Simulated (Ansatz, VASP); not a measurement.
## Two plane-wave programs on Zn3In2Au3

```xyz
16
Lattice="6.6159 -0.3440 -0.2514 -0.3974 6.6565 0.3632 -0.2914 0.3651 6.5994" Properties=species:S:1:pos:R:3 pbc="T T T"
Zn    0.5101   -0.1273    0.2403
Zn    3.4285    0.1795    0.3263
Zn    2.9163    3.1901    6.4434
Zn    2.3828    6.3709    3.2327
Zn    2.8684    3.7034    3.6582
Zn    4.4277    1.6215    4.7760
In    6.0531    2.9944    6.4018
In   -0.8066    6.9011    3.4124
In   -0.0910    3.5983    3.4469
In    4.0634    5.5166    5.3678
Au    1.5095    1.7628    1.7522
Au    4.2968    1.9132    2.1853
Au    1.8531    4.5738    1.3797
Au    1.7666    1.5194    4.7534
Au    4.7601    4.6639    1.4464
Au    0.8604    5.4206    5.2658
```

Alike in both runs: functional PBEsol; k mesh 3 × 3 × 3; occupations gaussian, width 0.1 eV; no spin polarisation.

Ansatz relaxed the structure, and its values are those at the end. VASP's run is a single point on that final structure, the one shown.

|  | VASP | Ansatz |
| --- | --- | --- |
| version | VASP 6.6.1 | Ansatz 0.2.0 |
| potentials or method | VASP PAW PBE potentials, release 64 (Zn, In_d, Au), cutoff 520 eV | scalar-relativistic, plane waves, PAW |
| valence electrons in the cell | 190 | 238 |

```csv
,VASP,Ansatz,Ansatz less VASP
gap on the k mesh at the Fermi level (eV),none,none,-
pressure (GPa),-0.1,-0.1,-0.06
rms of the force components (eV/Å),0.013,0.011,-0.0019
```

VASP's potentials were made for PBE, not for PBEsol. A gap of «none» marks a metal or a gap that the smearing closes. The functional is the same, so the differences come from potentials, cutoffs and numerics. VASP's potentials hold 190 valence electrons a cell and Ansatz's 238, so a difference there can come from the potentials and not from the codes.

Spin-orbit coupling is off throughout.
